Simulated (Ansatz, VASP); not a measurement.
Given: the input of a run of VASP 6.6.1 on Au.

Contents of INCAR:

```
SYSTEM = Au
PREC = Accurate
ENCUT = 520
EDIFF = 1E-6
ISMEAR = -1
SIGMA = 0.05
LREAL = .FALSE.
LASPH = .TRUE.
NELM = 100
ALGO = Fast
ISIF = 2
LWAVE = .FALSE.
LCHARG = .FALSE.
NBANDS = 12
```

Contents of KPOINTS:

```
Automatic mesh
0
G
  11 11 11
  0 0 0
```

Contents of POSCAR:

```
Au
1.0
   -1.6897727226      1.6897727226      1.6897727226
    1.6897727226     -1.6897727226      1.6897727226
    1.6897727226      1.6897727226     -1.6897727226
Au
1
Direct
    0.0000000000      0.0000000000      0.0000000000
```

Potentials or basis: VASP PAW LDA potentials, release 64 (Au).

The run is started by

```bash
$ cat potpaw_LDA.64/Au/POTCAR > POTCAR
$ mpirun -np 1 vasp_std > vasp.out
```

Problem. Set up the same calculation for Ansatz 0.2.0. Potentials there: all-electron LAPW, scalar-relativistic.

Solution. As run (the cutoff follows the program's own potentials):

Contents of input.yaml:

```yaml
crystal:
  lattice:
    - [-1.6897727226, 1.6897727226, 1.6897727226]
    - [1.6897727226, -1.6897727226, 1.6897727226]
    - [1.6897727226, 1.6897727226, -1.6897727226]
  atoms:
    - { symbol: Au, position: [0.0, 0.0, 0.0] }
kpoints:
  mp_grid: { grid: [11, 11, 11] }
scf:
  occupations: { method: fermi_dirac, width: 0.05 }
hamiltonian:
  xc: lda
  pseudopotentials: { kind: all_electron, lapw: { basis_error: 0.001 } }
output:
  forces: true
  stress: true
  eigenvalues: true
```

Potentials or basis: all-electron LAPW, scalar-relativistic.

The run is started by

```sh
$ ansatz run input.yaml --threads 1 --pin off --max-ram 3072MiB --backend cpu --events-out ev --progress --plain --runs-dir out
```

Both were run:

|  | VASP | Ansatz | Ansatz less VASP |
| --- | --- | --- | --- |
| gap on the k mesh at the Fermi level (eV) | none | none | - |
| pressure (GPa) | -17.9 | -18.2 | -0.29 |

LDA's correlation is that of Perdew and Zunger in VASP and of Perdew and Wang (1992) in Ansatz. A gap of «none» marks a metal or a gap that the smearing closes. Ansatz ran all-electron here, and VASP with PAW potentials.

Spin-orbit coupling is off throughout.
